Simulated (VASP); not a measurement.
# PC2 in VASP: further runs

The runs below take PC2 through single point, relaxation of cell and atoms, with PBE.

All numbers are computed with VASP 6.6.1; they aren't measurements. Logs are shortened: lines on timing, memory, paths and dates and some standing lists are left out, and cuts for length are marked.

## 1. The cell of the first run

The structure is monoclinic, space group C2/m (No. 12). The conventional cell has a = 4.644 Å, b = 8.183 Å, c = 4.305 Å, α = 90.00°, β = 109.52°, γ = 90.00°. Within 2.4 Å of P (site symmetry m) lie 2 C at 1.82 Å and 1 P at 2.20 Å. Within 1.9 Å of C (site symmetry 1) lie 2 C at 1.42 to 1.44 Å and 1 P at 1.82 Å.

## 2. Single point, PBE

Contents of INCAR:

```
PREC     = Accurate       # precision mode
ENCUT    = 520            # plane-wave cutoff, eV
EDIFF    = 1E-6           # SCF threshold, eV
ISMEAR   = 0              # smearing method
SIGMA    = 0.2            # smearing width, eV
LREAL    = F              # projectors in reciprocal space
LASPH    = T              # aspherical terms in the spheres
NELM     = 60             # most SCF steps
ALGO     = Normal         # electronic algorithm
ISIF     = 2              # what is computed and relaxed
LWAVE    = F              # write WAVECAR
LCHARG   = F              # write CHGCAR
GGA      = PE             # functional
NBANDS   = 22             # bands
```

Contents of KPOINTS:

```
Automatic mesh
0
Gamma
  4 4 3
```

Contents of POSCAR:

```
PC2
1.0
    2.3105132026     -4.0916960976     -0.2319717570
    2.3105132026      4.0916960976     -0.2319717570
   -1.0258437214      0.0000000000      4.1814116330
P C
2 4
Direct
    0.7686884592      0.7686884592      0.8182639258
    0.2313115408      0.2313115408      0.1817360742
    0.4642987559      0.8312586173      0.9807844415
    0.5357012441      0.1687413827      0.0192155585
    0.1687413827      0.5357012441      0.0192155585
    0.8312586173      0.4642987559      0.9807844415
```

Potentials or basis: VASP PAW PBE potentials, release 64 (P, C).

Run with:

```console
$ cat potpaw_PBE.64/P/POTCAR potpaw_PBE.64/C/POTCAR > POTCAR
$ mpirun -np 1 vasp_std > vasp.out
```

OUTCAR:

```text
PREC = Accurate
   ENCUT = 520
   EDIFF = 1E-6
   ISMEAR = 0
   LREAL = F
   LASPH = T
   NELM = 60
   ISIF = 2
   GGA = PE

 ion  position               nearest neighbor table
   1  0.769  0.769  0.818-   3 1.82   6 1.82   2 2.20
   2  0.231  0.231  0.182-   4 1.82   5 1.82   1 2.20
   3  0.464  0.831  0.981-   4 1.42   5 1.44   1 1.82
   4  0.536  0.169  0.019-   3 1.42   6 1.44   2 1.82
   5  0.169  0.536  0.019-   6 1.42   3 1.44   2 1.82
   6  0.831  0.464  0.981-   5 1.42   4 1.44   1 1.82

  LATTYP: Found a base centered monoclinic cell.
 ALAT       =     4.6442575964
 B/A-ratio  =     1.7620452840
 C/A-ratio  =     0.9270395313
 COS(beta)  =    -0.3340957458

  Lattice vectors:

 A1 = (   2.3105132026,  -4.0916960976,  -0.2319717570)
 A2 = (   2.3105132026,   4.0916960976,  -0.2319717570)
 A3 = (  -1.0258437214,   0.0000000000,   4.1814116330)

Analysis of symmetry for initial positions (statically):
=====================================================================
 Subroutine PRICEL returns:
 Original cell was already a primitive cell.

 Routine SETGRP: Setting up the symmetry group for a
 base centered monoclinic supercell.

 Subroutine GETGRP returns: Found  4 space group operations
 (whereof  4 operations were pure point group operations)
 out of a pool of  4 trial point group operations.

The static configuration has the point symmetry C_2h.

Analysis of symmetry for dynamics (positions and initial velocities):
=====================================================================
 Subroutine PRICEL returns:
 Original cell was already a primitive cell.

 Routine SETGRP: Setting up the symmetry group for a
 base centered monoclinic supercell.

 Subroutine GETGRP returns: Found  4 space group operations
 (whereof  4 operations were pure point group operations)
 out of a pool of  4 trial point group operations.

The dynamic configuration has the point symmetry C_2h.

 Subroutine INISYM returns: Found  4 space group operations
 (whereof  4 operations are pure point group operations),
 and found     1 'primitive' translations

----------------------------------------------------------------------------------------

                                     Primitive cell

  volume of cell :      77.1141

  direct lattice vectors                    reciprocal lattice vectors
     2.310513203 -4.091696098 -0.231971757     0.221866981 -0.122198714  0.054431582
     2.310513203  4.091696098 -0.231971757     0.221866981  0.122198714  0.054431582
    -1.025843721  0.000000000  4.181411633     0.024616985  0.000000000  0.245193076

  length of vectors
     4.704706060  4.704706060  4.305410385     0.259075819  0.259075819  0.246425730

  position of ions in fractional coordinates (direct lattice)
     0.768688459  0.768688459  0.818263926
     0.231311541  0.231311541  0.181736074
     0.464298756  0.831258617  0.980784441
     0.535701244  0.168741383  0.019215559
     0.168741383  0.535701244  0.019215559
     0.831258617  0.464298756  0.980784441

  ion indices of the primitive-cell ions
   primitive index   ion index
                 1           1
                 2           2
                 3           3
                 4           4
                 5           5
                 6           6

----------------------------------------------------------------------------------------

 KPOINTS: Automatic mesh

Automatic generation of k-mesh.
 Grid dimensions read from file:
 generate k-points for:    4    4    3

 Generating k-lattice:

  Cartesian coordinates                     Fractional coordinates (reciprocal lattice)
     0.055466745 -0.030549678  0.013607895     0.250000000  0.000000000 -0.000000000
     0.055466745  0.030549678  0.013607895     0.000000000  0.250000000 -0.000000000
     0.008205662  0.000000000  0.081731025    -0.000000000 -0.000000000  0.333333333

  Length of vectors
     0.064768955  0.064768955  0.082141910

  Shift w.r.t. Gamma in fractional coordinates (k-lattice)
     0.000000000  0.000000000  0.000000000

 Subroutine IBZKPT returns following result:
 ===========================================

 Found     17 irreducible k-points:

 Following reciprocal coordinates:
            Coordinates               Weight
  0.000000  0.000000  0.000000      1.000000
  0.250000  0.000000  0.000000      4.000000
  0.500000  0.000000  0.000000      2.000000
  0.250000  0.250000  0.000000      2.000000
  0.500000  0.250000  0.000000      4.000000
 -0.250000  0.250000  0.000000      2.000000
[... 9 lines left out ...]
 -0.250000  0.500000  0.333333      4.000000
 -0.250000 -0.250000  0.333333      2.000000
   k-points           NKPTS =     17   k-points in BZ     NKDIM =     17   number of bands    NBANDS=     22
   number of dos      NEDOS =    301   number of ions     NIONS =      6
   total plane-waves  NPLWV =  41472
   dimension x,y,z NGX =    36 NGY =   36 NGZ =   32
   dimension x,y,z NGXF=    72 NGYF=   72 NGZF=   64
   ions per type =               2   4
   NGX,Y,Z   is equivalent  to a cutoff of  12.72, 12.72, 12.36 a.u.
   NGXF,Y,Z  is equivalent  to a cutoff of  25.44, 25.44, 24.71 a.u.
 SYSTEM =  unknown system
   PREC   = accura    normal or accurate (medium, high low for compatibility)
   ISTART =      0    job   : 0-new  1-cont  2-samecut
   ICHARG =      2    charge: 1-file 2-atom 10-const
   ISPIN  =      1    spin polarized calculation?
   LNONCOLLINEAR =      F non collinear calculations
   LSORBIT =      F    spin-orbit coupling
   LASPH  =      T    aspherical Exc in radial PAW
   ENCUT  =  520.0 eV  38.22 Ry    6.18 a.u.   8.75  8.75  8.01*2*pi/ulx,y,z
   NELM   =     60;   NELMIN=  2; NELMDL= -5     # of ELM steps
   EDIFF  = 0.1E-05   stopping-criterion for ELM
   LREAL  =      F    real-space projection
   EDIFFG = 0.1E-04   stopping-criterion for IOM
   NSW    =      0    number of steps for IOM
   IBRION =     -1    ionic relax: 0-MD 1-quasi-New 2-CG
   NFREE  =      0    steps in history (QN), initial steepest desc. (CG)
   ISIF   =      2    stress and relaxation
   ISYM   =      2    0-nonsym 1-usesym 2-fastsym
   POTIM  = 0.5000    time-step for ionic-motion
   TEBEG  =    0.0;   TEEND  =   0.0 temperature during run
   PSTRESS=    0.0 pullay stress
   NELECT =      26.0000    total number of electrons
   NUPDOWN=      -1.0000    fix difference up-down
   EMIN   =  10.00;   EMAX   =-10.00  energy-range for DOS
   EFERMI =   0.00;   METHOD = LEGACY
   ISMEAR =     0;   SIGMA  =   0.20  broadening in eV -4-tet -1-fermi 0-gaus
   EFERMI_NEDOS =   21; number of points for ismear=-14 and -15
   IALGO  =     38    algorithm
   IMIX   =      4    mixing-type and parameters
     AMIX     =   0.40;   BMIX     =  1.00
     AMIX_MAG =   1.60;   BMIX_MAG =  1.00
  volume/ion in A,a.u.               =      12.85        86.73
  Fermi-wavevector in a.u.,A,eV,Ry     =   1.139431  2.153213 17.664488  1.298303
  Thomas-Fermi vector in A             =   2.276135
   LORBIT       =      0    0 simple, 1 ext, 2 COOP (PROOUT), +10 PAW based schemes
   GGA     = PE    functional components
   LHFCALC =     F    Hartree Fock is set to
   AEXX    =    0.0000 exact exchange contribution
   IVDW    =     0    specifies the selected vdW correction
   LEPSILON=     F    determine dielectric tensor
   LRPA    =     F    only Hartree local field effects (RPA)
 non-spin polarized calculation
 Gauss-broadening in eV      SIGMA  =   0.20
  energy-cutoff  :      520.00
  volume of cell :       77.11
 maximum number of plane-waves:      2086
 NGX is ok and might be reduce to    36
   NGX = 17   NGY = 17   NGZ = 15

 number of electron      26.0000000 magnetization

 Free energy of the ion-electron system (eV)
  ---------------------------------------------------
  ext. energy  EPLUGINS =         0.00000000
  ---------------------------------------------------
  free energy    TOTEN  =       -45.09504642 eV

  energy without entropy =      -45.08559384  energy(sigma->0) =      -45.09032013

 E-fermi :   5.0423     XC(G=0):  -9.7221

 val. band max:        4.7001172175   @ k =   0.2500   0.2500   0.0000
 cond. band min:       5.1507631671   @ k =  -0.2500   0.2500   0.3333
 fundamental gap:      0.4506459496
 Fermi energy:         5.0423028323

 k-point     1 :       0.0000    0.0000    0.0000
  band No.  band energies     occupation
      1     -13.2220      2.00000
      2      -7.9696      2.00000
      3      -7.9582      2.00000
      4      -6.3357      2.00000
      5      -6.1255      2.00000
      6      -4.0949      2.00000
[... 14 lines left out ...]
     21      13.4061      0.00000
     22      13.4965      0.00000

 k-point     2 :       0.2500    0.0000    0.0000
  band No.  band energies     occupation
      1     -12.8028      2.00000
      2      -9.8258      2.00000
      3      -7.5905      2.00000
      4      -6.7057      2.00000
      5      -5.4592      2.00000
      6      -3.0853      2.00000
[... 14 lines left out ...]
     21      12.2736      0.00000
     22      13.9711      0.00000

 k-point     3 :       0.5000    0.0000    0.0000
  band No.  band energies     occupation
      1     -11.7181      2.00000
      2     -11.4656      2.00000
      3      -8.0431      2.00000
      4      -7.0099      2.00000
      5      -3.4201      2.00000
      6      -3.3224      2.00000
[... 14 lines left out ...]
     21      12.5777      0.00000
     22      13.1529      0.00000

 k-point     4 :       0.2500    0.2500    0.0000
  band No.  band energies     occupation
      1     -11.9473      2.00000
      2     -11.0454      2.00000
      3      -8.9086      2.00000
      4      -5.0737      2.00000
      5      -4.9638      2.00000
      6      -3.2672      2.00000
[... 14 lines left out ...]
     21      11.9779      0.00000
     22      12.6581      0.00000

 k-point     5 :       0.5000    0.2500    0.0000
  band No.  band energies     occupation
      1     -12.1593      2.00000
      2     -10.4505      2.00000
      3      -9.4028      2.00000
      4      -5.4270      2.00000
      5      -4.8909      2.00000
      6      -2.6948      2.00000
[... 14 lines left out ...]
     21      12.0294      0.00000
     22      12.3326      0.00000

 k-point     6 :      -0.2500    0.2500    0.0000
  band No.  band energies     occupation
      1     -12.8541      2.00000
      2      -9.2157      2.00000
      3      -8.4714      2.00000
      4      -6.9552      2.00000
      5      -4.9515      2.00000
      6      -3.1438      2.00000
[... 14 lines left out ...]
     21      12.8680      0.00000
     22      13.9071      0.00000

 k-point     7 :       0.5000    0.5000    0.0000
  band No.  band energies     occupation
      1     -12.2253      2.00000
      2     -10.4843      2.00000
      3      -8.7833      2.00000
      4      -7.2387      2.00000
      5      -2.7787      2.00000
      6      -2.6303      2.00000
[... 149 lines left out ...]
      6      -2.8348      2.00000
[... 14 lines left out ...]
     21      13.4613      0.00000
     22      13.8779      0.00000

 k-point    14 :      -0.2500    0.2500    0.3333
  band No.  band energies     occupation
      1     -12.7545      2.00000
      2      -9.0847      2.00000
      3      -8.5405      2.00000
      4      -6.9376      2.00000
      5      -5.4287      2.00000
      6      -3.1310      2.00000
[... 14 lines left out ...]
     21      13.1997      0.00000
     22      13.8165      0.00000

 k-point    15 :       0.5000    0.5000    0.3333
  band No.  band energies     occupation
      1     -12.1652      2.00000
      2     -10.2866      2.00000
      3      -8.8630      2.00000
      4      -7.2557      2.00000
      5      -3.5972      2.00000
      6      -2.9778      2.00000
[... 14 lines left out ...]
     21      13.7311      0.00000
     22      14.0167      0.00000

 k-point    16 :      -0.2500    0.5000    0.3333
  band No.  band energies     occupation
      1     -12.0681      2.00000
      2     -10.4559      2.00000
      3      -9.2588      2.00000
      4      -5.5126      2.00000
      5      -5.1435      2.00000
      6      -3.0154      2.00000
[... 14 lines left out ...]
     21      12.5445      0.00000
     22      14.0663      0.00000

 k-point    17 :      -0.2500   -0.2500    0.3333
  band No.  band energies     occupation
      1     -11.9371      2.00000
      2     -10.9870      2.00000
      3      -8.7857      2.00000
      4      -5.1114      2.00000
      5      -4.9958      2.00000
      6      -3.2273      2.00000
[... 14 lines left out ...]
     21      12.0786      0.00000
     22      13.4002      0.00000

------------------------ aborting loop because EDIFF is reached ----------------------------------------

  FORCE on cell =-STRESS in cart. coord.  units (eV):
  Direction    XX          YY          ZZ          XY          YZ          ZX
  --------------------------------------------------------------------------------------
  -------------------------------------------------------------------------------------
  Total        0.0766629     -0.1282735     -0.1974327      0.0000000      0.0000000     -0.0348237
  in kB        1.5928042     -2.6651029     -4.1020041      0.0000000      0.0000000     -0.7235231
  external PRESSURE =      -1.7247676 kB  Pullay stress =       0.0000000 kB

 VOLUME and BASIS-vectors are now :
 -----------------------------------------------------------------------------
  energy-cutoff  :      520.00
  volume of cell :       77.11
      direct lattice vectors                 reciprocal lattice vectors
     2.310513203 -4.091696098 -0.231971757     0.221866981 -0.122198714  0.054431582
     2.310513203  4.091696098 -0.231971757     0.221866981  0.122198714  0.054431582
    -1.025843721  0.000000000  4.181411633     0.024616985  0.000000000  0.245193076

 POSITION                                       TOTAL-FORCE (eV/Angst)
 -----------------------------------------------------------------------------------
      2.71272      0.00000      3.06487        -0.044023      0.000000      0.078259
      0.88246      0.00000      0.65260         0.044023      0.000000     -0.078259
      1.98727      1.50149      3.80053         0.080433     -0.046549     -0.033976
      1.60791     -1.50149     -0.08306        -0.080433      0.046549      0.033976
      1.60791      1.50149     -0.08306        -0.080433     -0.046549      0.033976
      1.98727     -1.50149      3.80053         0.080433      0.046549     -0.033976
 -----------------------------------------------------------------------------------
    total drift:                               -0.000000      0.000000      0.000000

  FREE ENERGIE OF THE ION-ELECTRON SYSTEM (eV)
  ---------------------------------------------------
  free  energy   TOTEN  =       -45.0950464241 eV

  energy  without entropy=      -45.0855938391  energy(sigma->0) =      -45.09032013
```

It took 33 s on 1 thread of Intel Xeon Platinum 8488C (Sapphire Rapids), shared host; peak memory 0.18 GiB.

Results:

```yaml
Free_energy: -45.0950 eV
Pressure: -0.2 GPa
Largest_force: 0.099 eV/Å
Band_gap_on_the_k_mesh: zero (band 13 reaches 5.30 eV, above the bottom of band 14 at 4.35 eV)
```

Forces on the atoms (eV/Å):
```
P   -0.044  0.000  0.078
P    0.044  0.000 -0.078
C    0.080 -0.047 -0.034
C   -0.080  0.047  0.034
C   -0.080 -0.047  0.034
C    0.080  0.047 -0.034
```

Caveat: the k points lie up to 0.52 Å⁻¹ apart.

## 3. Relaxation of cell and atoms, PBE

This run uses another cell than the first one, of 15.29 Å³/atom, 1.190 times its volume.

Contents of INCAR:

```
SYSTEM = PC2
ALGO     = Normal         ! electronic algorithm
EDIFF    = 1E-6           ! SCF threshold, eV
EDIFFG   = -0.08          ! ionic threshold
ENCUT    = 600            ! plane-wave cutoff, eV
GGA      = PE             ! functional
IBRION   = 2              ! ionic algorithm
ISIF     = 3              ! what is computed and relaxed
ISMEAR   = 0              ! smearing method
LASPH    = .True.         ! aspherical terms in the spheres
LCHARG   = .False.        ! write CHGCAR
LREAL    = .False.        ! projectors in reciprocal space
LWAVE    = .False.        ! write WAVECAR
NELM     = 100            ! most SCF steps
NSW      = 36             ! ionic steps
PREC     = Accurate       ! precision mode
SIGMA    = 0.2            ! smearing width, eV
```

Contents of KPOINTS:

```
k-points
0
Gamma
  4 4 3
  0 0 0
```

Contents of POSCAR:

```
PC2
1.0
    2.1500000000     -4.2000000000      0.0000000000
    2.1500000000      4.2000000000      0.0000000000
   -0.4444942900      0.0000000000      5.0805929600
P C
2 4
Direct
    0.8600000000      0.8600000000      0.8140000000
    0.1400000000      0.1400000000      0.1860000000
    0.4890000000      0.8410000000      0.9700000000
    0.5110000000      0.1590000000      0.0300000000
    0.1590000000      0.5110000000      0.0300000000
    0.8410000000      0.4890000000      0.9700000000
```

Potentials or basis: VASP PAW PBE potentials, release 64 (P, C).

Run with:

```console
$ cat potpaw_PBE.64/P/POTCAR potpaw_PBE.64/C/POTCAR > POTCAR
$ mpirun -np 1 vasp_std > vasp.out
```

Wall time 7.6 min (1 thread of Intel Xeon Platinum 8488C (Sapphire Rapids), shared host); peak memory 0.26 GiB.

The run converged. Its results:

```
Free energy                            : -44.9584 eV
Relaxed volume                         : 15.62 Å³/atom
Relaxed cell                           : a = 4.712 Å, b = 4.712 Å, c = 4.921 Å, α = 91.13°, β = 91.13°, γ = 120.84°
Space group after relaxing (to 0.05 Å) : C2/m (No. 12)
Energy gained by relaxing              : 217.9 meV/atom
Ionic steps                            : 18
Pressure after relaxing                : -0.3 GPa
Largest force after relaxing           : 0.041 eV/Å
Band gap on the k mesh                 : zero (band 13 reaches 3.05 eV, above the bottom of band 14 at 2.96 eV)
```

Forces on the atoms (eV/Å):
```
P   -0.034  0.000  0.012
P    0.034  0.000 -0.012
C   -0.039 -0.011 -0.006
C    0.039  0.011  0.006
C    0.039 -0.011  0.006
C   -0.039  0.011 -0.006
```

Stress tensor (GPa, compression positive):
```
-0.48  0.00 -0.33
 0.00 -0.14  0.00
-0.33  0.00 -0.26
```

The path:
| step | energy change (eV) | largest force (eV/Å) | pressure (GPa) | volume (Å³) |
| --- | --- | --- | --- | --- |
| 1 | 0.0000 | 2.2623 | -6.60 | 91.76 |
| 2 | 0.3010 | 7.4384 | 24.95 | 83.29 |
| 3 | -0.6942 | 1.4435 | 4.98 | 87.77 |
| 4 | -1.0627 | 1.6047 | 0.56 | 90.82 |
| 5 | -1.0734 | 1.3244 | 1.02 | 90.42 |
| 6 | -1.0967 | 1.2809 | -0.57 | 93.35 |
| 7 | -1.1740 | 0.4722 | -0.04 | 91.98 |
| 8 | -1.2537 | 0.5306 | 0.74 | 92.70 |
| 9 | -1.2552 | 0.6470 | 0.88 | 92.82 |
| 10 | -1.2804 | 0.3708 | -1.37 | 94.17 |
| 11 | -1.2844 | 0.2758 | -0.80 | 93.79 |
| 12 | -1.2969 | 0.3271 | -0.03 | 93.45 |
| 13 | -1.2970 | 0.3018 | -0.08 | 93.47 |
| 14 | -1.3031 | 0.1108 | 0.71 | 93.21 |
| 15 | -1.3033 | 0.0893 | 0.58 | 93.25 |
| 16 | -1.3054 | 0.1283 | -0.32 | 93.74 |
| 17 | -1.3054 | 0.1264 | -0.29 | 93.72 |
| 18 | -1.3072 | 0.0409 | -0.29 | 93.73 |

Final structure:
```
CELL_PARAMETERS angstrom
2.32524 -4.09768 0.06195
2.32524 4.09768 0.06195
-0.32775 0.00000 4.90978
ATOMIC_POSITIONS crystal
P 0.81998 0.81998 0.85247
P 0.18002 0.18002 0.14753
C 0.46963 0.83618 0.98469
C 0.53037 0.16382 0.01531
C 0.16382 0.53037 0.01531
C 0.83618 0.46963 0.98469
```

Levels at points of the mesh, in eV from the Fermi level:
| k point | band 9 | band 10 | band 11 | band 12 | band 13 | band 14 | band 15 | band 16 | band 17 |
| --- | --- | --- | --- | --- | --- | --- | --- | --- | --- |
| (0.00, 0.00, 0.00) | -3.16 | -3.08 | -2.13 | -1.83 | -0.99 | 0.84 | 3.11 | 3.93 | 5.26 |
| (0.50, 0.00, 0.00) | -5.44 | -4.51 | -2.36 | -2.15 | -1.16 | 2.16 | 2.37 | 3.64 | 4.17 |
| (0.50, 0.50, 0.00) | -4.27 | -4.10 | -3.10 | -2.92 | -0.54 | 0.06 | 2.98 | 3.46 | 4.72 |

Caveat: the k points lie up to 0.43 Å⁻¹ apart in the final cell; this functional lacks dispersion, which binds the layers, so the pressure and a relaxed spacing across them are unreliable; the relaxation stopped at a loose force limit of 0.08 eV/Å, so its end isn't a converged minimum.

[end of part 1 of 2]
